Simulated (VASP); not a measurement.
Here is a VASP 6.6.1 calculation.

The input INCAR:

```
PREC = Accurate
ENCUT = 520
EDIFF = 1E-6
ISMEAR = 1
SIGMA = 0.1
LREAL = F
LASPH = T
NELM = 80
ALGO = Normal
ISIF = 2
LWAVE = F
LCHARG = F
GGA = PS
NBANDS = 22
```

KPOINTS

```
regular mesh
0
Gamma
  8 8 8
```

Contents of POSCAR:

```
Pt
1.0
   -1.9387880000      1.9387880000      3.9682870000
    1.9387880000     -1.9387880000      3.9682870000
    1.9387880000      1.9387880000     -3.9682870000
Pt
3
Direct
    0.7500000000      0.2500000000      0.5000000000
    0.2500000000      0.7500000000      0.5000000000
    0.5000000000      0.5000000000      0.0000000000
```

Potentials or basis: VASP PAW PBE potentials, release 64 (Pt).

Launch:

```sh
$ cat potpaw_PBE.64/Pt/POTCAR > POTCAR
$ mpirun -np 1 vasp_std > vasp.out
```

Q: Estimate the band gap on the k mesh.

A: Zero (band 15 reaches 7.05 eV, above the bottom of band 16 at 6.61 eV).

Q: What does it give for the pressure?

A: -20.8 GPa.

Stress tensor (GPa, compression positive):
```
-18.94   0.00   0.00
  0.00 -18.94   0.00
  0.00   0.00 -24.65
```

Caveat: the PAW data sets were made with another functional, which shifts forces and pressure a little; spin-orbit coupling is left out, which moves the levels of the heavy elements.
